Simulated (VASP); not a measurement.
Wanted: the native input for a VASP 6.6.1 run.

```yaml
Task: single point
Functional: PBE
Potentials_or_basis: VASP PAW PBE potentials, release 64 (Ca_sv)
Cutoff: 520 eV
k_mesh: 20 × 20 × 20
Occupations: gaussian, width 0.1 eV
Spin: no spin polarisation
Dipole_correction: no
Further_INCAR_settings: ALGO = Fast; EDIFF = 1e-07; NBANDS = 11
```

The structure of Ca lies in POSCAR:

```
Ca
1.0
   -1.9554254862      1.9554254862      2.7577991090
    1.9554254862     -1.9554254862      2.7577991090
    1.9554254862      1.9554254862     -2.7577991090
Ca
1
Direct
    0.5000000000      0.5000000000      0.0000000000
```

The cell was generated, and may not be a known phase.

These files were run (other wordings do the same):

INCAR

```
  PREC = Accurate
  ENCUT = 520
  EDIFF = 1E-7
  ISMEAR = 0
  SIGMA = 0.1
  LREAL = False
  LASPH = True
  NELM = 60
  ALGO = Fast
  ISIF = 2
  LWAVE = False
  LCHARG = False
  GGA = PE
  NBANDS = 11
```

KPOINTS

```
Automatic mesh
0
Gamma
  20 20 20
```

Potentials or basis: VASP PAW PBE potentials, release 64 (Ca_sv).

Command:

```console
$ cat potpaw_PBE.64/Ca_sv/POTCAR > POTCAR
$ mpirun -np 1 vasp_std > vasp.out
```

It gave:

* Pressure: 0.0 GPa
* Band gap on the k mesh: zero (bands 5 and 6 overlap by 0.36 eV)

Wall time 3.4 min on 1 thread of Intel(R) Xeon(R) 6975P-C (Granite Rapids), on a shared host, peak memory 0.4 GiB.
